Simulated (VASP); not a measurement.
# KH3F4 (R-3c) in VASP: electric field gradients with r2SCAN

Aim: the electric field gradients of KH3F4 with r2SCAN.

All numbers are computed with VASP 6.6.1; they aren't measurements. Logs are shortened: lines on timing, memory, paths and dates and some standing lists are left out, and cuts for length are marked.

**1. The cell of the first run**

It takes space group R-3c (No. 167, trigonal). The conventional cell has a = 7.403 Å, b = 7.403 Å, c = 11.448 Å, α = 90.00°, β = 90.00°, γ = 120.00°. Within 3.5 Å of K (site symmetry -3) lie 8 F at 2.68 to 2.86 Å and 12 H at 3.19 to 3.28 Å. Within 1.3 Å of H (site symmetry 2) lie 1 F at 0.99 Å. F (site symmetry 2) has 1 H at 0.99 Å within 1.3 Å. F (site symmetry 32) has 3 H at 1.41 Å within 1.9 Å.

**2. Electric field gradients, r2SCAN**

Contents of POSCAR:

```
KH3F4
1.0
    3.7016096994      2.1371253564      3.8159349770
   -3.7016096994      2.1371253564      3.8159349770
    0.0000000000     -4.2742507128      3.8159349770
K H F
2 6 8
Direct
    0.0000000000      0.0000000000      0.0000000000
    0.5000000000      0.5000000000      0.5000000000
    0.4403082600      0.2500000000      0.0596917400
    0.2500000000      0.0596917400      0.4403082600
    0.7500000000      0.9403082600      0.5596917400
    0.9403082600      0.5596917400      0.7500000000
    0.0596917400      0.4403082600      0.2500000000
    0.5596917400      0.7500000000      0.9403082600
    0.7500000000      0.0733909700      0.4266090300
    0.9266090300      0.5733909700      0.2500000000
    0.2500000000      0.9266090300      0.5733909700
    0.5733909700      0.2500000000      0.9266090300
    0.2500000000      0.2500000000      0.2500000000
    0.7500000000      0.7500000000      0.7500000000
    0.4266090300      0.7500000000      0.0733909700
    0.0733909700      0.4266090300      0.7500000000
```

Contents of INCAR.step1:

```
SYSTEM = KH3F4
PREC     = Accurate       ! precision mode
ENCUT    = 520            ! plane-wave cutoff, eV
ISMEAR   = -1             ! smearing method
SIGMA    = 0.02           ! smearing width, eV
LREAL    = Auto         
LASPH    = .TRUE.         ! aspherical terms in the spheres
NELM     = 60             ! most SCF steps
NBANDS   = 54             ! bands
GGA      = PE             ! functional
ALGO     = Normal         ! electronic algorithm
EDIFF    = 1E-4           ! SCF threshold, eV
LWAVE    = .TRUE.         ! write WAVECAR
LCHARG   = .FALSE.        ! write CHGCAR
```

Contents of INCAR.step2:

```
SYSTEM = KH3F4
PREC     = Accurate       ! precision mode
ENCUT    = 520            ! plane-wave cutoff, eV
EDIFF    = 1E-8           ! SCF threshold, eV
ISMEAR   = -1             ! smearing method
SIGMA    = 0.02           ! smearing width, eV
LREAL    = Auto         
LASPH    = .TRUE.         ! aspherical terms in the spheres
NELM     = 60             ! most SCF steps
ALGO     = Normal         ! electronic algorithm
ISIF     = 2              ! what is computed and relaxed
LWAVE    = .FALSE.        ! write WAVECAR
LCHARG   = .FALSE.        ! write CHGCAR
METAGGA  = R2SCAN         ! meta-GGA
LMIXTAU  = .TRUE.       
LEFG     = .TRUE.       
NBANDS   = 54             ! bands
ISTART   = 1
```

Contents of KPOINTS:

```
Automatic mesh
0
G
  4 4 4
  0 0 0
```

Potentials or basis: VASP PAW PBE potentials, release 64 (K_sv, H, F).

The run is started by

```
$ cat potpaw_PBE.64/K_sv/POTCAR potpaw_PBE.64/H/POTCAR potpaw_PBE.64/F/POTCAR > POTCAR
$ cp INCAR.step1 INCAR
$ mpirun -np 1 vasp_std > vasp.out
$ cp INCAR.step2 INCAR
$ mpirun -np 1 vasp_std > vasp.out
```

OUTCAR:

```text
SYSTEM = KH3F4
   PREC = Accurate
   ENCUT = 520
   EDIFF = 1E-8
   ISMEAR = -1
   LREAL = Auto
   LASPH = .TRUE.
   NELM = 60
   ISIF = 2
   METAGGA = R2SCAN
   ISTART = 1

 ion  position               nearest neighbor table
   1  0.000  0.000  0.000-  12 2.68  15 2.68  10 2.68  16 2.68  11 2.68   9 2.68
   2  0.500  0.500  0.500-   9 2.68  11 2.68  10 2.68  16 2.68  15 2.68  12 2.68
   3  0.440  0.250  0.060-  12 0.99
   4  0.250  0.060  0.440-  11 0.99
   5  0.750  0.940  0.560-   9 0.99
   6  0.940  0.560  0.750-  16 0.99
   7  0.060  0.440  0.250-  10 0.99
   8  0.560  0.750  0.940-  15 0.99
   9  0.750  0.073  0.427-   5 0.99   2 2.68   1 2.68
  10  0.927  0.573  0.250-   7 0.99   2 2.68   1 2.68
  11  0.250  0.927  0.573-   4 0.99   2 2.68   1 2.68
  12  0.573  0.250  0.927-   3 0.99   1 2.68   2 2.68
  13  0.250  0.250  0.250-
  14  0.750  0.750  0.750-
  15  0.427  0.750  0.073-   8 0.99   1 2.68   2 2.68
  16  0.073  0.427  0.750-   6 0.99   2 2.68   1 2.68

  LATTYP: Found a trigonal (rhomboedric) cell.
 ALAT       =     5.7297974575
 COS(alpha) =     0.1652955979

  Lattice vectors:

 A1 = (   3.7016096994,   2.1371253564,   3.8159349770)
 A2 = (  -3.7016096994,   2.1371253564,   3.8159349770)
 A3 = (   0.0000000000,  -4.2742507128,   3.8159349770)

Analysis of symmetry for initial positions (statically):
=====================================================================
 Subroutine PRICEL returns:
 Original cell was already a primitive cell.

 Routine SETGRP: Setting up the symmetry group for a
 trigonal (rhombohedral) supercell.

 Subroutine GETGRP returns: Found 12 space group operations
 (whereof  6 operations were pure point group operations)
 out of a pool of 12 trial point group operations.

The static configuration has the point symmetry S_6 .
 The point group associated with its full space group is D_3d.

Analysis of symmetry for dynamics (positions and initial velocities):
=====================================================================
 Subroutine PRICEL returns:
 Original cell was already a primitive cell.

 Routine SETGRP: Setting up the symmetry group for a
 trigonal (rhombohedral) supercell.

 Subroutine GETGRP returns: Found 12 space group operations
 (whereof  6 operations were pure point group operations)
 out of a pool of 12 trial point group operations.

The dynamic configuration has the point symmetry S_6 .
 The point group associated with its full space group is D_3d.

 Subroutine INISYM returns: Found 12 space group operations
 (whereof  6 operations are pure point group operations),
 and found     1 'primitive' translations

----------------------------------------------------------------------------------------

                                     Primitive cell

  volume of cell :     181.1227

  direct lattice vectors                    reciprocal lattice vectors
     3.701609699  2.137125356  3.815934977     0.135076370  0.077986378  0.087352991
    -3.701609699  2.137125356  3.815934977    -0.135076370  0.077986378  0.087352991
     0.000000000 -4.274250713  3.815934977     0.000000000 -0.155972757  0.087352991

  length of vectors
     5.729797458  5.729797458  5.729797458     0.178768134  0.178768134  0.178768134

  position of ions in fractional coordinates (direct lattice)
     0.000000000  0.000000000  0.000000000
     0.500000000  0.500000000  0.500000000
     0.440308260  0.250000000  0.059691740
     0.250000000  0.059691740  0.440308260
     0.750000000  0.940308260  0.559691740
     0.940308260  0.559691740  0.750000000
[... 8 lines left out ...]
     0.426609030  0.750000000  0.073390970
     0.073390970  0.426609030  0.750000000

  ion indices of the primitive-cell ions
   primitive index   ion index
[... 76 lines left out ...]
   EDIFF  = 0.1E-07   stopping-criterion for ELM
   LREAL  =      T    real-space projection
   EDIFFG = 0.1E-06   stopping-criterion for IOM
   NSW    =      0    number of steps for IOM
   IBRION =     -1    ionic relax: 0-MD 1-quasi-New 2-CG
   NFREE  =      0    steps in history (QN), initial steepest desc. (CG)
   ISIF   =      2    stress and relaxation
   ISYM   =      2    0-nonsym 1-usesym 2-fastsym
   POTIM  = 0.5000    time-step for ionic-motion
   TEBEG  =    0.0;   TEEND  =   0.0 temperature during run
   PSTRESS=    0.0 pullay stress
   NELECT =      80.0000    total number of electrons
   NUPDOWN=      -1.0000    fix difference up-down
   EMIN   =  10.00;   EMAX   =-10.00  energy-range for DOS
   EFERMI =   0.00;   METHOD = LEGACY
   ISMEAR =    -1;   SIGMA  =   0.02  broadening in eV -4-tet -1-fermi 0-gaus
   EFERMI_NEDOS =   21; number of points for ismear=-14 and -15
   IALGO  =     38    algorithm
   IMIX   =      4    mixing-type and parameters
     AMIX     =   0.40;   BMIX     =  1.00
     AMIX_MAG =   1.60;   BMIX_MAG =  1.00
  volume/ion in A,a.u.               =      11.32        76.39
  Fermi-wavevector in a.u.,A,eV,Ry     =   1.246753  2.356022 21.148813  1.554394
  Thomas-Fermi vector in A             =   2.380917
   LORBIT       =      0    0 simple, 1 ext, 2 COOP (PROOUT), +10 PAW based schemes
   METAGGA = R2SCAN    functional components
   LHFCALC =     F    Hartree Fock is set to
   AEXX    =    0.0000 exact exchange contribution
   IVDW    =     0    specifies the selected vdW correction
   LEPSILON=     F    determine dielectric tensor
   LRPA    =     F    only Hartree local field effects (RPA)
 non-spin polarized calculation
  energy-cutoff  :      520.00
  volume of cell :      181.12
 maximum number of plane-waves:      4911
 NGX is ok and might be reduce to    48
   NGX = 21   NGY = 21   NGZ = 21

 number of electron      80.0000093 magnetization

 Free energy of the ion-electron system (eV)
  ---------------------------------------------------
  ext. energy  EPLUGINS =         0.00000000
  ---------------------------------------------------
  free energy    TOTEN  =       -90.67053413 eV

  energy without entropy =      -90.67053413  energy(sigma->0) =      -90.67053413

 E-fermi :  -4.4978     XC(G=0):  -8.7484

 val. band max:       -5.0581774222   @ k =   0.0000   0.0000   0.0000
 cond. band min:       3.4628672764   @ k =   0.0000   0.0000   0.0000
 fundamental gap:      8.5210446985
 Fermi energy:        -4.4977665278

 k-point     1 :       0.0000    0.0000    0.0000
  band No.  band energies     occupation
      1     -30.6694      2.00000
      2     -30.6433      2.00000
      3     -27.1512      2.00000
      4     -26.9220      2.00000
      5     -26.6886      2.00000
      6     -26.6886      2.00000
[... 704 lines left out ...]
     51       8.9836      0.00000
     52       8.9836      0.00000
 [bands above 52 left out]

------------------------ aborting loop because EDIFF is reached ----------------------------------------

  FORCE on cell =-STRESS in cart. coord.  units (eV):
  Direction    XX          YY          ZZ          XY          YZ          ZX
  --------------------------------------------------------------------------------------
  -------------------------------------------------------------------------------------
  Total        0.0187113      0.0187113     -0.1452452      0.0000000     -0.0000000      0.0000000
  in kB        0.1655163      0.1655163     -1.2848117      0.0000000     -0.0000000      0.0000000
  external PRESSURE =      -0.3179264 kB  Pullay stress =       0.0000000 kB

 VOLUME and BASIS-vectors are now :
 -----------------------------------------------------------------------------
  energy-cutoff  :      520.00
  volume of cell :      181.12
      direct lattice vectors                 reciprocal lattice vectors
     3.701609699  2.137125356  3.815934977     0.135076370  0.077986378  0.087352991
    -3.701609699  2.137125356  3.815934977    -0.135076370  0.077986378  0.087352991
     0.000000000 -4.274250713  3.815934977     0.000000000 -0.155972757  0.087352991

 POSITION                                       TOTAL-FORCE (eV/Angst)
 -----------------------------------------------------------------------------------
      0.00000      0.00000      0.00000        -0.000000     -0.000000     -0.000000
      0.00000      0.00000      5.72390        -0.000000     -0.000000     -0.000000
      0.70445      1.22014      2.86195        -0.005660     -0.009804     -0.000000
      0.70445     -1.22014      2.86195        -0.005660      0.009804     -0.000000
     -0.70445      1.22014      8.58585         0.005660     -0.009804     -0.000000
      1.40889      0.00000      8.58585        -0.011320     -0.000000     -0.000000
[... 8 lines left out ...]
     -1.19707      2.20087      4.76992        -0.010693     -0.018521     -0.000000
     -1.30748     -2.13713      4.76992         0.021386     -0.000000      0.000000
 -----------------------------------------------------------------------------------
    total drift:                                0.000000      0.000000     -0.000000

  FREE ENERGIE OF THE ION-ELECTRON SYSTEM (eV)
  ---------------------------------------------------
  free  energy   TOTEN  =       -90.6705341309 eV

  energy  without entropy=      -90.6705341309  energy(sigma->0) =      -90.67053413

 Electric field gradients (V/A^2)
---------------------------------------------------------------------
 ion       V_xx      V_yy      V_zz      V_xy      V_xz      V_yz
---------------------------------------------------------------------
   1      -6.357    -6.357    12.715     0.000     0.000    -0.000
   2      -6.357    -6.357    12.715     0.000    -0.000    -0.000
   3      -3.168    15.492   -12.325    16.160     0.106    -0.061
   4      -3.168    15.492   -12.325   -16.160    -0.106    -0.061
   5      -3.168    15.492   -12.325   -16.160    -0.106    -0.061
   6      24.822   -12.498   -12.325     0.000    -0.000     0.122
[... 8 lines left out ...]
  15     -22.015   114.405   -92.389   118.143     3.179    -1.835
  16     182.615   -90.225   -92.389    -0.000    -0.000     3.671
---------------------------------------------------------------------

 Electric field gradients after diagonalization (V/A^2)
 (convention: |V_zz| > |V_xx| > |V_yy|)
----------------------------------------------------------------------
 ion       V_xx      V_yy      V_zz     asymmetry (V_yy - V_xx)/ V_zz
----------------------------------------------------------------------
   1      -6.357    -6.357    12.715       0.000
   2      -6.357    -6.357    12.715       0.000
   3     -12.561   -12.261    24.822       0.012
   4     -12.561   -12.261    24.822       0.012
   5     -12.561   -12.261    24.822       0.012
   6     -12.561   -12.261    24.822       0.012
[... 8 lines left out ...]
  15     -95.134   -87.480   182.615       0.042
  16     -95.134   -87.480   182.615       0.042
----------------------------------------------------------------------

           NMR quadrupolar parameters

 Cq : quadrupolar parameter    Cq=e*Q*V_zz/h
 eta: asymmetry parameters     (V_yy - V_xx)/ V_zz
 Q  : nuclear electric quadrupole moment in mb (millibarn)
----------------------------------------------------------------------
 ion       Cq(MHz)       eta       Q (mb)
----------------------------------------------------------------------
   1       0.031       0.000       1.000
   2       0.031       0.000       1.000
   3       0.060       0.012       1.000
   4       0.060       0.012       1.000
   5       0.060       0.012       1.000
   6       0.060       0.012       1.000
[... 8 lines left out ...]
  15       0.442       0.042       1.000
  16       0.442       0.042       1.000
----------------------------------------------------------------------
```

It took 10 min on 1 thread of Intel Xeon Platinum 8259CL at 2.50GHz (Skylake/Cascade Lake), shared host; peak memory 0.38 GiB.

What came out:

```
Free energy                             : -90.6705 eV
Pressure                                : 0.0 GPa
Largest force                           : 0.021 eV/Å
Band gap on the k mesh                  : 8.52 eV
Largest electric field gradient by atom : K +12.7; H +24.8; F +182.6, -65.7 (each value once) V/Å²
```

Forces in eV/Å, atoms in the order of the input:
```
K    0.000  0.000  0.000
K    0.000  0.000  0.000
H   -0.006 -0.010  0.000
H   -0.006  0.010  0.000
H    0.006 -0.010  0.000
H   -0.011  0.000  0.000
H    0.011  0.000  0.000
H    0.006  0.010  0.000
F   -0.011  0.019  0.000
F   -0.021  0.000  0.000
F    0.011 -0.019  0.000
F    0.011  0.019  0.000
F    0.000  0.000  0.000
F    0.000  0.000  0.000
F   -0.011 -0.019  0.000
F    0.021  0.000  0.000
```

Levels at points of the mesh, in eV from the valence-band top:
```
           k point  band 36  band 37  band 38  band 39  band 40  band 41  band 42  band 43  band 44  band 45
(0.00, 0.00, 0.00)    -0.18    -0.08    -0.05    -0.05     0.00     8.52    12.17    12.17    13.03    13.03
(0.50, 0.00, 0.00)    -0.27    -0.15    -0.15    -0.06    -0.06    10.24    10.24    12.55    12.55    12.78
(0.50, 0.50, 0.00)    -0.29    -0.21    -0.16    -0.09    -0.06    10.98    11.32    11.50    11.98    12.25
(0.50, 0.50, 0.50)    -0.26    -0.26    -0.26    -0.25    -0.25    11.46    11.46    12.10    12.10    12.10
```

Electric field gradients, principal values (V/Å²):
| atom | least | middle | greatest (by size) |
| --- | --- | --- | --- |
| 1 K | -6.357 | -6.357 | 12.715 |
| 2 K | -6.357 | -6.357 | 12.715 |
| 3 H | -12.261 | -12.561 | 24.822 |
| 4 H | -12.261 | -12.561 | 24.822 |
| 5 H | -12.261 | -12.561 | 24.822 |
| 6 H | -12.261 | -12.561 | 24.822 |
| 7 H | -12.261 | -12.561 | 24.822 |
| 8 H | -12.261 | -12.561 | 24.822 |
| 9 F | -87.480 | -95.134 | 182.615 |
| 10 F | -87.480 | -95.134 | 182.615 |
| 11 F | -87.480 | -95.134 | 182.615 |
| 12 F | -87.480 | -95.134 | 182.615 |
| 13 F | 32.831 | 32.831 | -65.663 |
| 14 F | 32.831 | 32.831 | -65.663 |
| 15 F | -87.480 | -95.134 | 182.615 |
| 16 F | -87.480 | -95.134 | 182.615 |

Caveat: without QUAD_EFG the Cq values of the log hold for a quadrupole moment of 1 mb, not for the nuclei; the PAW data sets were made with another functional, which shifts forces and pressure a little.
